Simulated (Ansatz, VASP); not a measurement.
# Two plane-wave programs on TiAl3

File INCAR:

```
PREC = Accurate
ENCUT = 520
EDIFF = 1E-6
ISMEAR = 0
SIGMA = 0.15
LREAL = False
LASPH = True
NELM = 80
ALGO = Fast
ISIF = 2
LWAVE = False
LCHARG = True
GGA = PS
LELF = True
LVHAR = True
NBANDS = 31
```

The input KPOINTS:

```
Automatic mesh
0
Gamma
  10 8 8
```

The input POSCAR:

```
TiAl3
1.0
   -3.9479576782      0.0000000000      0.0000000000
    0.0000000000      3.9479576782      3.9479576782
    0.0000000000      3.9479576782     -3.9479576782
Ti Al
2 6
Direct
    0.0000000000     -0.0033941600     -0.0033941600
    0.0000000000      0.5033941600      0.5033941600
    0.5000000000      0.7314587678      0.7685412322
    0.5000000000      0.2685412322      0.2314587678
    0.5000000000      0.7314587678      0.2314587678
    0.5000000000      0.2685412322      0.7685412322
    1.0000000000      0.4977004941      0.0022995059
    1.0000000000      0.0022995059      0.4977004941
```

Input for Ansatz:

```yaml
crystal:
  lattice:
    - [-3.9479576782, 0.0, 0.0]
    - [0.0, 3.9479576782, 3.9479576782]
    - [0.0, 3.9479576782, -3.9479576782]
  atoms:
    - { symbol: Ti, position: [0.0, -0.00339416, -0.00339416] }
    - { symbol: Ti, position: [0.0, 0.50339416, 0.50339416] }
    - { symbol: Al, position: [0.5, 0.7314587678, 0.7685412322] }
    - { symbol: Al, position: [0.5, 0.2685412322, 0.2314587678] }
    - { symbol: Al, position: [0.5, 0.7314587678, 0.2314587678] }
    - { symbol: Al, position: [0.5, 0.2685412322, 0.7685412322] }
    - { symbol: Al, position: [1.0, 0.4977004941, 0.0022995059] }
    - { symbol: Al, position: [1.0, 0.0022995059, 0.4977004941] }
basis:
  ecutwfc: 520.0
kpoints:
  mp_grid: { grid: [10, 8, 8] }
hamiltonian:
  xc: pbesol
  pseudopotentials: { kind: paw, azcp: { folder: soft_1 } }
scf:
  occupations: { method: gaussian, width: 0.15 }
output:
  forces: true
  stress: true
  eigenvalues: true
```

Change from the starting cell: mode 4 frozen in at -0.027 Å and mode 18 at -0.146 Å (largest displacements).

Alike in both runs: task single point; functional PBEsol; k mesh 10 × 8 × 8; occupations gaussian, width 0.15 eV; no spin polarisation.

```csv
,VASP,Ansatz
version,VASP 6.6.1,Ansatz 0.2.0
potentials or method,"VASP PAW PBE potentials, release 64 (Ti_sv, Al), cutoff 520 eV","scalar-relativistic, plane waves, PAW"
valence electrons in the cell,42,42
```

Ansatz gave:

* gap on the k mesh at the Fermi level (eV): none
* pressure (GPa): 1.5
* traceless stress, the component that is largest in VASP (GPa): -0.87
* rms of the force components (eV/Å): 0.557

Problem. Estimate VASP's values.

Solution. gap on the k mesh at the Fermi level (eV): none; pressure (GPa): 1.7; traceless stress, the component that is largest in VASP (GPa): -0.87; rms of the force components (eV/Å): 0.561.

VASP's potentials were made for PBE, not for PBEsol, and Ansatz warns of the same on its side. Atom by atom the forces differ by 0.004 eV/Å (rms over components). A gap of «none» marks a metal or a gap that the smearing closes.
